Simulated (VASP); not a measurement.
# BP (F-43m) in VASP: a series of runs

BP is run at these levels: r2SCAN+D4, RPBE; tasks: single point.

Everything below comes from runs of VASP 6.6.1. Logs are shortened: lines on timing, memory, paths and dates and some standing lists are left out, and cuts for length are marked.

## Step 1: The cell of the first run

Symmetry: F-43m, No. 216, cubic system. The conventional cell has a = 4.445 Å, b = 4.445 Å, c = 4.445 Å, α = 90.00°, β = 90.00°, γ = 90.00°. Within 2.6 Å of P (site symmetry -43m) lie 4 B at 1.92 Å. Within 2.6 Å of B (site symmetry -43m) lie 4 P at 1.92 Å.

## Step 2: Single point, r2SCAN+D4

POSCAR

```
BP
1.0
    0.0000000000      2.2226808807      2.2226808807
    2.2226808807      0.0000000000      2.2226808807
    2.2226808807      2.2226808807      0.0000000000
P B
1 1
Direct
    0.7500000000      0.7500000000      0.7500000000
    0.0000000000      0.0000000000      0.0000000000
```

INCAR.step1

```
PREC = Accurate
ENCUT = 520
ISMEAR = -1
SIGMA = 0.05
LREAL = False
LASPH = True
NELM = 80
NBANDS = 11
GGA = PE
ALGO = Normal
EDIFF = 1E-4
LWAVE = True
LCHARG = False
```

INCAR.step2

```
PREC = Accurate
ENCUT = 520
EDIFF = 1E-6
ISMEAR = -1
SIGMA = 0.05
LREAL = False
LASPH = True
NELM = 80
ALGO = Normal
ISIF = 2
LWAVE = False
LCHARG = False
METAGGA = R2SCAN
LMIXTAU = True
IVDW = 13
VDW_S6 = 1.0
VDW_S8 = 0.6018749
VDW_A1 = 0.51559235
VDW_A2 = 5.77342911
NBANDS = 11
ISTART = 1
```

KPOINTS

```
Automatic mesh
0
Gamma
  10 10 10
```

Potentials or basis: VASP PAW PBE potentials, release 64 (P, B).

The run is started by

```bash
> cat potpaw_PBE.64/P/POTCAR potpaw_PBE.64/B/POTCAR > POTCAR
> cp INCAR.step1 INCAR
> mpirun -np 1 vasp_std > vasp.out
> cp INCAR.step2 INCAR
> mpirun -np 1 vasp_std > vasp.out
```

OUTCAR:

```text
PREC = Accurate
   ENCUT = 520
   EDIFF = 1E-6
   ISMEAR = -1
   LREAL = False
   LASPH = True
   NELM = 80
   ISIF = 2
   METAGGA = R2SCAN
   IVDW = 13
   ISTART = 1

 ion  position               nearest neighbor table
   1  0.750  0.750  0.750-   2 1.92   2 1.92   2 1.92   2 1.92
   2  0.000  0.000  0.000-   1 1.92   1 1.92   1 1.92   1 1.92

  LATTYP: Found a face centered cubic cell.
 ALAT       =     4.4453617614

  Lattice vectors:

 A1 = (   0.0000000000,   2.2226808807,   2.2226808807)
 A2 = (   2.2226808807,   0.0000000000,   2.2226808807)
 A3 = (   2.2226808807,   2.2226808807,   0.0000000000)

Analysis of symmetry for initial positions (statically):
=====================================================================
 Subroutine PRICEL returns:
 Original cell was already a primitive cell.

 Routine SETGRP: Setting up the symmetry group for a
 face centered cubic supercell.

 Subroutine GETGRP returns: Found 24 space group operations
 (whereof 24 operations were pure point group operations)
 out of a pool of 48 trial point group operations.

The static configuration has the point symmetry T_d .

Analysis of symmetry for dynamics (positions and initial velocities):
=====================================================================
 Subroutine PRICEL returns:
 Original cell was already a primitive cell.

 Routine SETGRP: Setting up the symmetry group for a
 face centered cubic supercell.

 Subroutine GETGRP returns: Found 24 space group operations
 (whereof 24 operations were pure point group operations)
 out of a pool of 48 trial point group operations.

The dynamic configuration has the point symmetry T_d .

 Subroutine INISYM returns: Found 24 space group operations
 (whereof 24 operations are pure point group operations),
 and found     1 'primitive' translations

----------------------------------------------------------------------------------------

                                     Primitive cell

  volume of cell :      21.9615

  direct lattice vectors                    reciprocal lattice vectors
     0.000000000  2.222680881  2.222680881    -0.224953570  0.224953570  0.224953570
     2.222680881  0.000000000  2.222680881     0.224953570 -0.224953570  0.224953570
     2.222680881  2.222680881  0.000000000     0.224953570  0.224953570 -0.224953570

  length of vectors
     3.143345446  3.143345446  3.143345446     0.389631013  0.389631013  0.389631013

  position of ions in fractional coordinates (direct lattice)
     0.750000000  0.750000000  0.750000000
     0.000000000  0.000000000  0.000000000

  ion indices of the primitive-cell ions
   primitive index   ion index
                 1           1
                 2           2

----------------------------------------------------------------------------------------

 KPOINTS: Automatic mesh

Automatic generation of k-mesh.
 Grid dimensions read from file:
 generate k-points for:   10   10   10

 Generating k-lattice:

  Cartesian coordinates                     Fractional coordinates (reciprocal lattice)
    -0.022495357  0.022495357  0.022495357     0.100000000  0.000000000  0.000000000
     0.022495357 -0.022495357  0.022495357     0.000000000  0.100000000  0.000000000
     0.022495357  0.022495357 -0.022495357     0.000000000  0.000000000  0.100000000

  Length of vectors
     0.038963101  0.038963101  0.038963101

  Shift w.r.t. Gamma in fractional coordinates (k-lattice)
     0.000000000  0.000000000  0.000000000

 Subroutine IBZKPT returns following result:
 ===========================================

 Found     47 irreducible k-points:

 Following reciprocal coordinates:
            Coordinates               Weight
  0.000000  0.000000  0.000000      1.000000
  0.100000  0.000000  0.000000      8.000000
  0.200000  0.000000  0.000000      8.000000
  0.300000  0.000000  0.000000      8.000000
  0.400000  0.000000  0.000000      8.000000
  0.500000  0.000000  0.000000      4.000000
[... 16 lines left out ...]
  0.300000  0.300000  0.000000      6.000000
  0.400000  0.300000  0.000000     24.000000
 [... further k-points ...]
   k-points           NKPTS =     47   k-points in BZ     NKDIM =     47   number of bands    NBANDS=     11
   number of dos      NEDOS =    301   number of ions     NIONS =      2
   total plane-waves  NPLWV =  13824
   dimension x,y,z NGX =    24 NGY =   24 NGZ =   24
   dimension x,y,z NGXF=    48 NGYF=   48 NGZF=   48
   ions per type =               1   1
   NGX,Y,Z   is equivalent  to a cutoff of  12.69, 12.69, 12.69 a.u.
   NGXF,Y,Z  is equivalent  to a cutoff of  25.39, 25.39, 25.39 a.u.
 SYSTEM =  unknown system
   PREC   = accura    normal or accurate (medium, high low for compatibility)
   ISTART =      1    job   : 0-new  1-cont  2-samecut
   ICHARG =      0    charge: 1-file 2-atom 10-const
   ISPIN  =      1    spin polarized calculation?
   LNONCOLLINEAR =      F non collinear calculations
   LSORBIT =      F    spin-orbit coupling
   LASPH  =      T    aspherical Exc in radial PAW
   ENCUT  =  520.0 eV  38.22 Ry    6.18 a.u.   5.84  5.84  5.84*2*pi/ulx,y,z
   NELM   =     80;   NELMIN=  2; NELMDL=  0     # of ELM steps
   EDIFF  = 0.1E-05   stopping-criterion for ELM
   LREAL  =      F    real-space projection
   EDIFFG = 0.1E-04   stopping-criterion for IOM
   NSW    =      0    number of steps for IOM
   IBRION =     -1    ionic relax: 0-MD 1-quasi-New 2-CG
   NFREE  =      0    steps in history (QN), initial steepest desc. (CG)
   ISIF   =      2    stress and relaxation
   ISYM   =      2    0-nonsym 1-usesym 2-fastsym
   POTIM  = 0.5000    time-step for ionic-motion
   TEBEG  =    0.0;   TEEND  =   0.0 temperature during run
   PSTRESS=    0.0 pullay stress
   NELECT =       8.0000    total number of electrons
   NUPDOWN=      -1.0000    fix difference up-down
   EMIN   =  10.00;   EMAX   =-10.00  energy-range for DOS
[... 5 lines left out ...]
     AMIX     =   0.40;   BMIX     =  1.00
     AMIX_MAG =   1.60;   BMIX_MAG =  1.00
  volume/ion in A,a.u.               =      10.98        74.10
  Fermi-wavevector in a.u.,A,eV,Ry     =   1.169188  2.209445 18.599175  1.367001
  Thomas-Fermi vector in A             =   2.305664
   LORBIT       =      0    0 simple, 1 ext, 2 COOP (PROOUT), +10 PAW based schemes
   METAGGA = R2SCAN    functional components
   LHFCALC =     F    Hartree Fock is set to
   AEXX    =    0.0000 exact exchange contribution
   IVDW    =    13    specifies the selected vdW correction
   LEPSILON=     F    determine dielectric tensor
   LRPA    =     F    only Hartree local field effects (RPA)
 non-spin polarized calculation
  energy-cutoff  :      520.00
  volume of cell :       21.96
 maximum number of plane-waves:       609
   NGX = 11   NGY = 11   NGZ = 11

 number of electron       8.0000000 magnetization

 Free energy of the ion-electron system (eV)
  ---------------------------------------------------
  ext. energy  EPLUGINS =         0.00000000
  ---------------------------------------------------
  free energy    TOTEN  =       -17.26764615 eV

  energy without entropy =      -17.26764613  energy(sigma->0) =      -17.26764614

 E-fermi :   8.8017     XC(G=0): -11.7835

 val. band max:        8.1412653619   @ k =   0.0000   0.0000   0.0000
 cond. band min:       9.5039410518   @ k =   0.4000   0.4000   0.0000
 fundamental gap:      1.3626756899
 Fermi energy:         8.8017356526

 k-point     1 :       0.0000    0.0000    0.0000
  band No.  band energies     occupation
      1      -8.7003      2.00000
      2       8.1412      2.00000
      3       8.1412      2.00000
      4       8.1413      2.00000
      5      11.8839      0.00000
      6      11.8839      0.00000
      7      11.8839      0.00000
      8      17.1629      0.00000
      9      20.9665      0.00000
     10      20.9665      0.00000
     11      21.0368      0.00000

 k-point     2 :       0.1000    0.0000    0.0000
  band No.  band energies     occupation
      1      -8.5013      2.00000
      2       6.7236      2.00000
      3       7.8133      2.00000
      4       7.8133      2.00000
      5      12.3415      0.00000
      6      12.3415      0.00000
      7      12.4368      0.00000
      8      17.6372      0.00000
      9      20.2539      0.00000
     10      20.2539      0.00000
     11      21.6624      0.00000

 k-point     3 :       0.2000    0.0000    0.0000
  band No.  band energies     occupation
      1      -7.9110      2.00000
      2       4.1638      2.00000
      3       7.1941      2.00000
      4       7.1941      2.00000
      5      12.7995      0.00000
      6      13.1315      0.00000
      7      13.1315      0.00000
      8      18.6861      0.00000
      9      19.6336      0.00000
     10      19.6336      0.00000
     11      22.5405      0.00000

 k-point     4 :       0.3000    0.0000    0.0000
  band No.  band energies     occupation
      1      -6.9588      2.00000
      2       1.5712      2.00000
      3       6.6548      2.00000
      4       6.6549      2.00000
      5      12.7917      0.00000
      6      13.4417      0.00000
      7      13.4417      0.00000
      8      19.3778      0.00000
      9      20.3478      0.00000
     10      20.3478      0.00000
     11      22.8956      0.00000
[... 239 lines left out ...]
 k-point    22 :      -0.2000    0.2000    0.0000
  band No.  band energies     occupation
      1      -6.6355      2.00000
      2       2.4476      2.00000
      3       3.5143      2.00000
      4       6.7692      2.00000
      5      13.1427      0.00000
      6      14.0026      0.00000
      7      15.2623      0.00000
      8      17.5860      0.00000
      9      18.1731      0.00000
     10      23.2043      0.00000
     11      25.8743      0.00000

 k-point    23 :       0.3000    0.3000    0.0000
  band No.  band energies     occupation
      1      -6.3571      2.00000
      2       2.9630      2.00000
      3       4.5517      2.00000
      4       4.5517      2.00000
      5       9.8374      0.00000
      6      12.3606      0.00000
      7      18.0487      0.00000
      8      18.0487      0.00000
      9      23.0244      0.00000
     10      23.4773      0.00000
     11      26.6688      0.00000

 k-point    24 :       0.4000    0.3000    0.0000
  band No.  band energies     occupation
      1      -5.4340      2.00000
      2       1.4798      2.00000
      3       3.6432      2.00000
      4       4.2260      2.00000
      5      10.1372      0.00000
      6      12.0738      0.00000
      7      18.7049      0.00000
      8      18.7876      0.00000
      9      23.9718      0.00000
     10      24.5456      0.00000
     11      27.2602      0.00000

 [... further k-points ...]

------------------------ aborting loop because EDIFF is reached ----------------------------------------

  DFT-D4 for vdW energy calculation

  Edisp (eV):   -0.28336

  FORCE on cell =-STRESS in cart. coord.  units (eV):
  Direction    XX          YY          ZZ          XY          YZ          ZX
  --------------------------------------------------------------------------------------
  -------------------------------------------------------------------------------------
  Total       1.22791     1.22791     1.22791    -0.00000     0.00000     0.00000
  in kB      89.58070    89.58070    89.58070    -0.00000     0.00000     0.00000
  external pressure =       89.58 kB  Pullay stress =        0.00 kB

 VOLUME and BASIS-vectors are now :
 -----------------------------------------------------------------------------
  energy-cutoff  :      520.00
  volume of cell :       21.96
      direct lattice vectors                 reciprocal lattice vectors
     0.000000000  2.222680881  2.222680881    -0.224953570  0.224953570  0.224953570
     2.222680881  0.000000000  2.222680881     0.224953570 -0.224953570  0.224953570
     2.222680881  2.222680881  0.000000000     0.224953570  0.224953570 -0.224953570

 POSITION                                       TOTAL-FORCE (eV/Angst)
 -----------------------------------------------------------------------------------
      3.33402      3.33402      3.33402         0.000000      0.000000      0.000000
      0.00000      0.00000      0.00000        -0.000000     -0.000000     -0.000000
 -----------------------------------------------------------------------------------
    total drift:                               -0.000000     -0.000000     -0.000000

  FREE ENERGIE OF THE ION-ELECTRON SYSTEM (eV)
  ---------------------------------------------------
  free  energy   TOTEN  =       -17.5510067558 eV

  energy  without entropy=      -17.5510067391  energy(sigma->0) =      -17.55100675
```

Run time: 88 s. Hardware: 1 thread of AMD EPYC 7R13, shared host; peak memory 0.11 GiB.

What came out:

```
Free energy                : -17.5510 eV
Pressure                   : 9.0 GPa
Band gap on the k mesh     : 1.36 eV, indirect (least direct gap 3.74 eV)
Dispersion energy per atom : -0.142 eV
```

Levels at points of the mesh, in eV from the valence-band top:
| k point | band 1 | band 2 | band 3 | band 4 | band 5 | band 6 | band 7 | band 8 | band 9 |
| --- | --- | --- | --- | --- | --- | --- | --- | --- | --- |
| (0.00, 0.00, 0.00) | -16.84 | 0.00 | 0.00 | 0.00 | 3.74 | 3.74 | 3.74 | 9.02 | 12.83 |
| (0.50, 0.00, 0.00) | -13.10 | -9.97 | -1.94 | -1.94 | 4.54 | 5.07 | 5.07 | 11.16 | 15.91 |
| (0.50, 0.50, 0.00) | -11.34 | -9.46 | -4.58 | -4.58 | 1.41 | 1.86 | 13.68 | 13.68 | 17.22 |

Caveat: the PAW data sets were made with another functional, which shifts forces and pressure a little. A k mesh can miss the band edges.

## Step 3: Single point, r2SCAN+D4

This run uses another cell than the first one, of 11.21 Å³/atom, 1.021 times its volume.

POSCAR

```
BP
1.0
    0.0000000000      2.2383340787      2.2383340787
    2.2383340787      0.0000000000      2.2383340787
    2.2383340787      2.2383340787      0.0000000000
P B
1 1
Direct
    0.7500000000      0.7500000000      0.7500000000
    0.0000000000      0.0000000000      0.0000000000
```

INCAR.step1

```
SYSTEM = BP
PREC = Accurate ; ENCUT = 520
ISMEAR = -1 ; SIGMA = 0.05
LREAL = .FALSE. ; LASPH = .TRUE.
NELM = 100 ; NBANDS = 11
GGA = PE ; ALGO = Normal
EDIFF = 1E-4 ; LWAVE = .TRUE.
LCHARG = .FALSE.
```

INCAR.step2

```
SYSTEM = BP
PREC = Accurate ; ENCUT = 520
EDIFF = 1E-7 ; ISMEAR = -1
SIGMA = 0.05 ; LREAL = .FALSE.
LASPH = .TRUE. ; NELM = 100
ALGO = Normal ; ISIF = 2
LWAVE = .FALSE. ; LCHARG = .FALSE.
METAGGA = R2SCAN ; LMIXTAU = .TRUE.
IVDW = 13 ; VDW_S6 = 1.0
VDW_S8 = 0.6018749 ; VDW_A1 = 0.51559235
VDW_A2 = 5.77342911 ; NBANDS = 11
ISTART = 1
```

KPOINTS

```
Automatic mesh
0
G
  10 10 10
  0 0 0
```

Potentials or basis: VASP PAW PBE potentials, release 64 (P, B).

The run is started by

```bash
> cat potpaw_PBE.64/P/POTCAR potpaw_PBE.64/B/POTCAR > POTCAR
> cp INCAR.step1 INCAR
> mpirun -np 1 vasp_std > vasp.out
> cp INCAR.step2 INCAR
> mpirun -np 1 vasp_std > vasp.out
```

Wall time 1.9 min (1 thread of AMD EPYC 7R13, shared host); peak memory 0.11 GiB.

The run converged. Its results:

```yaml
Free_energy: -17.5713 eV
Pressure: 4.8 GPa
Band_gap_on_the_k_mesh: 1.39 eV, indirect (least direct gap 3.71 eV)
Dispersion_energy_per_atom: -0.139 eV
```

Levels at points of the mesh, in eV from the valence-band top:
```
           k point  band 1  band 2  band 3  band 4  band 5  band 6  band 7  band 8
(0.00, 0.00, 0.00)  -16.64    0.00    0.00    0.00    3.71    3.71    3.71    8.67
(0.50, 0.00, 0.00)  -12.99   -9.81   -1.92   -1.92    4.40    5.06    5.06   11.08
(0.50, 0.50, 0.00)  -11.25   -9.35   -4.50   -4.50    1.46    1.87   13.47   13.47
```

Caveat: the PAW data sets were made with another functional, which shifts forces and pressure a little.

## Step 4: Single point, RPBE

This run uses another cell than the first one, of 12.15 Å³/atom, 1.106 times its volume.

INCAR

```
SYSTEM = BP
  PREC = Accurate
  ENCUT = 520
  EDIFF = 1E-6
  ISMEAR = -1
  SIGMA = 0.05
  LREAL = .False.
  LASPH = .True.
  NELM = 100
  ALGO = Normal
  ISIF = 2
  LWAVE = .False.
  LCHARG = .False.
  GGA = RP
  NBANDS = 11
```

KPOINTS

```
Automatic mesh
0
Gamma
  10 10 10
  0 0 0
```

POSCAR

```
BP
1.0
    0.0000000000      2.2988586873      2.2988586873
    2.2988586873      0.0000000000      2.2988586873
    2.2988586873      2.2988586873      0.0000000000
P B
1 1
Direct
    0.7500000000      0.7500000000      0.7500000000
    0.0000000000      0.0000000000      0.0000000000
```

The run is started by

```bash
> cat potpaw_PBE.64/P/POTCAR potpaw_PBE.64/B/POTCAR > POTCAR
> mpirun -np 1 vasp_std > vasp.out
```

It took 10 s on 1 thread of Intel Xeon 6975P-C, shared host; peak memory 0.14 GiB.

Results (log left out):

| Item | Value |
| --- | --- |
| Free energy | -12.2716 eV |
| Pressure | -2.7 GPa |
| Band gap on the k mesh | 1.31 eV, indirect (least direct gap 3.34 eV) |

Levels at points of the mesh, in eV from the valence-band top:
| k point | band 2 | band 3 | band 4 | band 5 | band 6 | band 7 |
| --- | --- | --- | --- | --- | --- | --- |
| (0.00, 0.00, 0.00) | 0.00 | 0.00 | 0.00 | 3.34 | 3.34 | 3.34 |
| (0.50, 0.00, 0.00) | -8.76 | -1.71 | -1.71 | 3.56 | 4.68 | 4.68 |
| (0.50, 0.50, 0.00) | -8.42 | -3.98 | -3.98 | 1.41 | 1.74 | 11.80 |

Caveat: the PAW data sets were made with another functional, which shifts forces and pressure a little. A k mesh can miss the band edges.

## Step 5: Overview

```csv
level,cell,gap on the mesh (eV),pressure (GPa)
r2SCAN+D4,"a = 3.143 Å, angles 60.0°, 2 atoms",1.36,9.0
r2SCAN+D4,"a = 3.165 Å, angles 60.0°, 2 atoms",1.39,4.8
RPBE,"a = 3.251 Å, angles 60.0°, 2 atoms",1.31,-2.7
```

Alike in all rows: task single point; potentials or basis VASP PAW PBE potentials, release 64 (P, B); no spin polarisation; k mesh 10 × 10 × 10; cutoff (eV) 520; smearing fermi-dirac 0.05 eV.

Caveats: the PAW data sets were made with another functional, which shifts forces and pressure a little.

Total energies depend on the potentials used, so only differences within one code and one set of settings carry meaning.
